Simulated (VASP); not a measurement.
Runs of VASP 6.6.1 on PbS. The structure is that of space group I4/mmm (No. 139), or close to it. The cells are those of the table. 

| cell | gap on the mesh (eV) | pressure (GPa) |
| --- | --- | --- |
| a = 4.144, b = 4.144, c = 3.983 Å, angles 61.3, 61.3, 57.5°, 2 atoms | 0.24 | 5.3 |
| a = 4.198, b = 4.198, c = 3.983 Å, angles 61.7, 61.7, 56.6°, 2 atoms | (b) | 4.2 |
| a = 4.248, b = 4.248, c = 4.088 Å, angles 61.2, 61.2, 57.5°, 2 atoms | 0.11 | (a) |
| a = 4.090, b = 4.090, c = 4.193 Å, angles 59.2, 59.2, 61.7°, 2 atoms | 0.04 | 2.8 |

Alike in all rows: task single point; level PBEsol; potentials or basis VASP PAW PBE potentials, release 64 (Pb_d, S); no spin polarisation; k mesh 10 × 10 × 10; cutoff (eV) 520; smearing gaussian 0.03 eV.

**Question.** Fill in the values left out.

**Answer.** (a) 0.1; (b) 0.22.

Caveats: the PAW data sets were made with another functional, which shifts forces and pressure a little; spin-orbit coupling is left out, which moves the levels of the heavy elements.

A k mesh can miss the band edges, and the runs leave out spin-orbit coupling on Pb.
